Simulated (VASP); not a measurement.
# Ga2FeN2 (P4/mmm) in VASP: further runs

Runs on Ga2FeN2. Level: PBE. Tasks: single point.

Everything below comes from runs of VASP 6.6.1. Logs are shortened: lines on timing, memory, paths and dates and some standing lists are left out, and cuts for length are marked.

### 1 The cell of the first run

Symmetry: P4/mmm, No. 123, tetragonal system. Conventional cell: a = 4.681 Å, b = 4.681 Å, c = 4.781 Å, α = 90.00°, β = 90.00°, γ = 90.00°. Ga (site symmetry mmm) has 2 Fe at 2.34 Å and 4 N at 2.96 Å within 3.1 Å. Fe (site symmetry 4/mmm) has 2 N at 1.82 Å and 4 Ga at 2.34 Å within 2.4 Å. Within 1.5 Å of N (site symmetry 4mm) lie 1 N at 1.15 Å.

### 2 Single point, PBE

Input file INCAR:

```
PREC = Accurate
ENCUT = 520
EDIFF = 1E-6
ISMEAR = 0
SIGMA = 0.1
LREAL = False
LASPH = True
NELM = 100
ALGO = Normal
ISIF = 2
LWAVE = False
LCHARG = False
GGA = PE
NBANDS = 30
```

Input file KPOINTS:

```
regular mesh
0
Gamma
  8 8 6
```

Input file POSCAR:

```
Ga2FeN2
1.0
    4.6806217482      0.0000000000      0.0000000000
    0.0000000000      4.6806217482      0.0000000000
    0.0000000000      0.0000000000      4.7805194275
Ga Fe N
2 1 2
Direct
    0.0000000000      0.5000000000      0.5000000000
    0.5000000000      0.0000000000      0.5000000000
    0.0000000000      0.0000000000      0.5000000000
    0.0000000000      0.0000000000      0.8796798141
    0.0000000000      0.0000000000      0.1203201859
```

Potentials or basis: VASP PAW PBE potentials, release 64 (Ga_d, Fe, N).

Command:

```bash
cat potpaw_PBE.64/Ga_d/POTCAR potpaw_PBE.64/Fe/POTCAR potpaw_PBE.64/N/POTCAR > POTCAR
mpirun -np 1 vasp_std > vasp.out
```

OUTCAR:

```text
PREC = Accurate
   ENCUT = 520
   EDIFF = 1E-6
   ISMEAR = 0
   LREAL = False
   LASPH = True
   NELM = 100
   ISIF = 2
   GGA = PE

 ion  position               nearest neighbor table
   1  0.000  0.500  0.500-   3 2.34   3 2.34
   2  0.500  0.000  0.500-   3 2.34   3 2.34
   3  0.000  0.000  0.500-   4 1.82   5 1.82   1 2.34   2 2.34   1 2.34   2 2.34
   4  0.000  0.000  0.880-   5 1.15   3 1.82
   5  0.000  0.000  0.120-   4 1.15   3 1.82

  LATTYP: Found a simple tetragonal cell.
 ALAT       =     4.6806217482
 C/A-ratio  =     1.0213428225

  Lattice vectors:

 A1 = (   4.6806217482,   0.0000000000,   0.0000000000)
 A2 = (   0.0000000000,   4.6806217482,   0.0000000000)
 A3 = (   0.0000000000,   0.0000000000,   4.7805194275)

Analysis of symmetry for initial positions (statically):
=====================================================================
 Subroutine PRICEL returns:
 Original cell was already a primitive cell.

 Routine SETGRP: Setting up the symmetry group for a
 simple tetragonal supercell.

 Subroutine GETGRP returns: Found 16 space group operations
 (whereof 16 operations were pure point group operations)
 out of a pool of 16 trial point group operations.

The static configuration has the point symmetry D_4h.

Analysis of symmetry for dynamics (positions and initial velocities):
=====================================================================
 Subroutine PRICEL returns:
 Original cell was already a primitive cell.

 Routine SETGRP: Setting up the symmetry group for a
 simple tetragonal supercell.

 Subroutine GETGRP returns: Found 16 space group operations
 (whereof 16 operations were pure point group operations)
 out of a pool of 16 trial point group operations.

The dynamic configuration has the point symmetry D_4h.

 Subroutine INISYM returns: Found 16 space group operations
 (whereof 16 operations are pure point group operations),
 and found     1 'primitive' translations

----------------------------------------------------------------------------------------

                                     Primitive cell

  volume of cell :     104.7327

  direct lattice vectors                    reciprocal lattice vectors
     4.680621748  0.000000000  0.000000000     0.213646830  0.000000000  0.000000000
     0.000000000  4.680621748  0.000000000     0.000000000  0.213646830  0.000000000
     0.000000000  0.000000000  4.780519427     0.000000000  0.000000000  0.209182290

  length of vectors
     4.680621748  4.680621748  4.780519427     0.213646830  0.213646830  0.209182290

  position of ions in fractional coordinates (direct lattice)
     0.000000000  0.500000000  0.500000000
     0.500000000  0.000000000  0.500000000
     0.000000000  0.000000000  0.500000000
     0.000000000  0.000000000  0.879679814
     0.000000000  0.000000000  0.120320186

  ion indices of the primitive-cell ions
   primitive index   ion index
                 1           1
                 2           2
                 3           3
                 4           4
                 5           5

----------------------------------------------------------------------------------------

 KPOINTS: regular mesh

Automatic generation of k-mesh.
 Grid dimensions read from file:
 generate k-points for:    8    8    6

 Generating k-lattice:

  Cartesian coordinates                     Fractional coordinates (reciprocal lattice)
     0.026705854  0.000000000  0.000000000     0.125000000  0.000000000  0.000000000
     0.000000000  0.026705854  0.000000000     0.000000000  0.125000000  0.000000000
     0.000000000  0.000000000  0.034863715     0.000000000  0.000000000  0.166666667

  Length of vectors
     0.026705854  0.026705854  0.034863715

  Shift w.r.t. Gamma in fractional coordinates (k-lattice)
     0.000000000  0.000000000  0.000000000

 Subroutine IBZKPT returns following result:
 ===========================================

 Found     60 irreducible k-points:

 Following reciprocal coordinates:
            Coordinates               Weight
  0.000000  0.000000  0.000000      1.000000
  0.125000  0.000000  0.000000      4.000000
  0.250000  0.000000  0.000000      4.000000
  0.375000  0.000000  0.000000      4.000000
  0.500000  0.000000  0.000000      2.000000
  0.125000  0.125000  0.000000      4.000000
[... 16 lines left out ...]
  0.375000  0.125000  0.166667     16.000000
  0.500000  0.125000  0.166667      8.000000
 [... further k-points ...]
   k-points           NKPTS =     60   k-points in BZ     NKDIM =     60   number of bands    NBANDS=     30
   number of dos      NEDOS =    301   number of ions     NIONS =      5
   total plane-waves  NPLWV =  46656
   dimension x,y,z NGX =    36 NGY =   36 NGZ =   36
   dimension x,y,z NGXF=    72 NGYF=   72 NGZF=   72
   ions per type =               2   1   2
   NGX,Y,Z   is equivalent  to a cutoff of  12.79, 12.79, 12.52 a.u.
   NGXF,Y,Z  is equivalent  to a cutoff of  25.57, 25.57, 25.04 a.u.
 SYSTEM =  unknown system
   PREC   = accura    normal or accurate (medium, high low for compatibility)
   ISTART =      0    job   : 0-new  1-cont  2-samecut
   ICHARG =      2    charge: 1-file 2-atom 10-const
   ISPIN  =      1    spin polarized calculation?
   LNONCOLLINEAR =      F non collinear calculations
   LSORBIT =      F    spin-orbit coupling
   LASPH  =      T    aspherical Exc in radial PAW
   ENCUT  =  520.0 eV  38.22 Ry    6.18 a.u.   8.70  8.70  8.89*2*pi/ulx,y,z
   NELM   =    100;   NELMIN=  2; NELMDL= -5     # of ELM steps
   EDIFF  = 0.1E-05   stopping-criterion for ELM
   LREAL  =      F    real-space projection
   EDIFFG = 0.1E-04   stopping-criterion for IOM
   NSW    =      0    number of steps for IOM
   IBRION =     -1    ionic relax: 0-MD 1-quasi-New 2-CG
   NFREE  =      0    steps in history (QN), initial steepest desc. (CG)
   ISIF   =      2    stress and relaxation
   ISYM   =      2    0-nonsym 1-usesym 2-fastsym
   POTIM  = 0.5000    time-step for ionic-motion
   TEBEG  =    0.0;   TEEND  =   0.0 temperature during run
   PSTRESS=    0.0 pullay stress
   NELECT =      44.0000    total number of electrons
   NUPDOWN=      -1.0000    fix difference up-down
   EMIN   =  10.00;   EMAX   =-10.00  energy-range for DOS
   EFERMI =   0.00;   METHOD = LEGACY
   ISMEAR =     0;   SIGMA  =   0.10  broadening in eV -4-tet -1-fermi 0-gaus
   EFERMI_NEDOS =   21; number of points for ismear=-14 and -15
   IALGO  =     38    algorithm
   IMIX   =      4    mixing-type and parameters
     AMIX     =   0.40;   BMIX     =  1.00
     AMIX_MAG =   1.60;   BMIX_MAG =  1.00
  volume/ion in A,a.u.               =      20.95       141.35
  Fermi-wavevector in a.u.,A,eV,Ry     =   1.226116  2.317024 20.454470  1.503361
  Thomas-Fermi vector in A             =   2.361129
   LORBIT       =      0    0 simple, 1 ext, 2 COOP (PROOUT), +10 PAW based schemes
   GGA     = PE    functional components
   LHFCALC =     F    Hartree Fock is set to
   AEXX    =    0.0000 exact exchange contribution
   IVDW    =     0    specifies the selected vdW correction
   LEPSILON=     F    determine dielectric tensor
   LRPA    =     F    only Hartree local field effects (RPA)
 non-spin polarized calculation
 Gauss-broadening in eV      SIGMA  =   0.10
  energy-cutoff  :      520.00
  volume of cell :      104.73
 maximum number of plane-waves:      2852
 NGX is ok and might be reduce to    36
   NGX = 17   NGY = 17   NGZ = 17

 number of electron      43.9999987 magnetization

 Free energy of the ion-electron system (eV)
  ---------------------------------------------------
  ext. energy  EPLUGINS =         0.00000000
  ---------------------------------------------------
  free energy    TOTEN  =       -30.35126612 eV

  energy without entropy =      -30.34775426  energy(sigma->0) =      -30.34951019

 E-fermi :   2.7346     XC(G=0):  -8.4010

 val. band max:        2.6795520580   @ k =   0.2500   0.0000   0.1667
 cond. band min:       2.7381633081   @ k =   0.2500   0.0000   0.5000
 fundamental gap:      0.0586112501
 Fermi energy:         2.7346402567

 k-point     1 :       0.0000    0.0000    0.0000
  band No.  band energies     occupation
      1     -20.9528      2.00000
      2     -12.6537      2.00000
      3     -12.6064      2.00000
      4     -12.6064      2.00000
      5     -12.5935      2.00000
      6     -12.5497      2.00000
[... 22 lines left out ...]
     29       6.3794      0.00000
     30       7.6174      0.00000

 k-point     2 :       0.1250    0.0000    0.0000
  band No.  band energies     occupation
      1     -20.9523      2.00000
      2     -12.6506      2.00000
      3     -12.6060      2.00000
      4     -12.6058      2.00000
      5     -12.5952      2.00000
      6     -12.5442      2.00000
[... 22 lines left out ...]
     29       6.4596      0.00000
     30       7.2262      0.00000

 k-point     3 :       0.2500    0.0000    0.0000
  band No.  band energies     occupation
      1     -20.9508      2.00000
      2     -12.6425      2.00000
      3     -12.6050      2.00000
      4     -12.6042      2.00000
      5     -12.6005      2.00000
      6     -12.5312      2.00000
[... 22 lines left out ...]
     29       6.5868      0.00000
     30       6.6198      0.00000

 k-point     4 :       0.3750    0.0000    0.0000
  band No.  band energies     occupation
      1     -20.9495      2.00000
      2     -12.6316      2.00000
      3     -12.6089      2.00000
      4     -12.6039      2.00000
      5     -12.6026      2.00000
      6     -12.5237      2.00000
[... 616 lines left out ...]
     29       6.1949      0.00000
     30       7.8254      0.00000

 k-point    23 :       0.3750    0.1250    0.1667
  band No.  band energies     occupation
      1     -20.9381      2.00000
      2     -12.6308      2.00000
      3     -12.6105      2.00000
      4     -12.6095      2.00000
      5     -12.5963      2.00000
      6     -12.5341      2.00000
[... 22 lines left out ...]
     29       6.3753      0.00000
     30       7.7434      0.00000

 k-point    24 :       0.5000    0.1250    0.1667
  band No.  band energies     occupation
      1     -20.9376      2.00000
      2     -12.6209      2.00000
      3     -12.6188      2.00000
      4     -12.6105      2.00000
      5     -12.5952      2.00000
      6     -12.5356      2.00000
[... 22 lines left out ...]
     29       6.3184      0.00000
     30       7.7080      0.00000

 [... further k-points ...]
[... 5 lines left out ...]
  --------------------------------------------------------------------------------------
  -------------------------------------------------------------------------------------
  Total       -0.0108268     -0.0108268      1.1398425      0.0000000     -0.0000000      0.0000000
  in kB       -0.1656260     -0.1656260     17.4370588      0.0000000     -0.0000000      0.0000000
  external PRESSURE =       5.7019356 kB  Pullay stress =       0.0000000 kB

 VOLUME and BASIS-vectors are now :
 -----------------------------------------------------------------------------
  energy-cutoff  :      520.00
  volume of cell :      104.73
      direct lattice vectors                 reciprocal lattice vectors
     4.680621748  0.000000000  0.000000000     0.213646830  0.000000000  0.000000000
     0.000000000  4.680621748  0.000000000     0.000000000  0.213646830  0.000000000
     0.000000000  0.000000000  4.780519427     0.000000000  0.000000000  0.209182290

 POSITION                                       TOTAL-FORCE (eV/Angst)
 -----------------------------------------------------------------------------------
      0.00000      2.34031      2.39026         0.000000     -0.000000      0.000000
      2.34031      0.00000      2.39026         0.000000     -0.000000      0.000000
      0.00000      0.00000      2.39026         0.000000     -0.000000      0.000000
      0.00000      0.00000      4.20533         0.000000     -0.000000     -0.677890
      0.00000      0.00000      0.57519         0.000000      0.000000      0.677890
 -----------------------------------------------------------------------------------
    total drift:                                0.000000      0.000000      0.000000

  FREE ENERGIE OF THE ION-ELECTRON SYSTEM (eV)
  ---------------------------------------------------
  free  energy   TOTEN  =       -30.3512661154 eV

  energy  without entropy=      -30.3477542550  energy(sigma->0) =      -30.34951019
```

Run time: 1.7 min. Hardware: 1 thread of AMD EPYC 9R45 (Zen 5), shared host; peak memory 0.29 GiB.

What came out:

- Free energy: -30.3513 eV
- Pressure: 0.6 GPa
- Largest force: 0.678 eV/Å
- Band gap on the k mesh: zero (band 22 reaches 3.67 eV, above the bottom of band 23 at 2.27 eV)

Forces on the atoms (eV/Å):
```
Ga   0.000  0.000  0.000
Ga   0.000  0.000  0.000
Fe   0.000  0.000  0.000
N    0.000  0.000 -0.678
N    0.000  0.000  0.678
```

Caveat: the standard files for N, O and F lose accuracy on very short bonds; the run has no spin polarisation, though such a crystal can be magnetic.

### 3 Single point, PBE (volume scaled by 1.03, then relaxed in part)

Input file INCAR:

```
SYSTEM = Ga2FeN2
ALGO     = Normal         ! electronic algorithm
EDIFF    = 1E-7           ! SCF threshold, eV
ENCUT    = 520            ! plane-wave cutoff, eV
GGA      = PE             ! functional
ISIF     = 2              ! what is computed and relaxed
ISMEAR   = 0              ! smearing method
LASPH    = .TRUE.         ! aspherical terms in the spheres
LCHARG   = .TRUE.         ! write CHGCAR
LELF     = .TRUE.         ! ELF
LREAL    = .FALSE.        ! projectors in reciprocal space
LVHAR    = .TRUE.       
LWAVE    = .FALSE.        ! write WAVECAR
NBANDS   = 30             ! bands
NELM     = 100            ! most SCF steps
PREC     = Accurate       ! precision mode
SIGMA    = 0.1            ! smearing width, eV
```

Input file KPOINTS:

```
k-points
0
G
  8 8 6
  0 0 0
```

Input file POSCAR:

```
Ga2FeN2
1.0
    4.7391868093      0.0000000000      0.0000000000
    0.0000000000      4.7391868093      0.0000000000
    0.0000000000      0.0000000000      4.8029907304
Ga Fe N
2 1 2
Direct
    0.0000000000      0.5000000000      0.5000000000
    0.5000000000      0.0000000000      0.5000000000
    0.0000000000      0.0000000000      0.5000000000
    0.0000000000      0.0000000000      0.8800874608
    0.0000000000      0.0000000000      0.1199125392
```

Potentials or basis: VASP PAW PBE potentials, release 64 (Ga_d, Fe, N).

Command:

```bash
cat potpaw_PBE.64/Ga_d/POTCAR potpaw_PBE.64/Fe/POTCAR potpaw_PBE.64/N/POTCAR > POTCAR
mpirun -np 1 vasp_std > vasp.out
```

It took 2 min on 1 thread of AMD EPYC 9R45 (Zen 5), shared host; peak memory 0.3 GiB.

Results (log left out):

```yaml
Free_energy: -30.3389 eV
Pressure: -1.0 GPa
Largest_force: 0.669 eV/Å
Band_gap_on_the_k_mesh: zero (band 22 reaches 3.44 eV, above the bottom of band 23 at 2.12 eV)
```

Forces on the atoms (eV/Å):
```
Ga   0.000  0.000  0.000
Ga   0.000  0.000  0.000
Fe   0.000  0.000  0.000
N    0.000  0.000 -0.669
N    0.000  0.000  0.669
```

Stress tensor (GPa, compression positive):
```
-1.59  0.00  0.00
 0.00 -1.59  0.00
 0.00  0.00  0.04
```

Levels at points of the mesh, in eV from the Fermi level:
| k point | band 20 | band 21 | band 22 | band 23 | band 24 | band 25 |
| --- | --- | --- | --- | --- | --- | --- |
| (0.00, 0.00, 0.00) | -1.40 | -0.46 | -0.46 | 0.50 | 0.82 | 1.16 |
| (0.50, 0.00, 0.00) | -2.57 | -1.87 | 0.88 | 0.92 | 1.65 | 1.68 |
| (0.50, 0.50, 0.00) | -3.23 | -3.11 | -2.24 | 0.08 | 1.81 | 1.81 |
| (0.00, 0.00, 0.50) | -1.39 | -1.16 | -1.16 | -0.44 | 0.29 | 0.65 |
| (0.50, 0.00, 0.50) | -1.43 | -1.34 | -1.16 | 0.52 | 0.89 | 1.08 |
| (0.50, 0.50, 0.50) | -2.23 | -1.32 | -1.32 | 0.30 | 1.31 | 1.31 |

Caveat: the standard files for N, O and F lose accuracy on very short bonds; the run has no spin polarisation, though such a crystal can be magnetic.
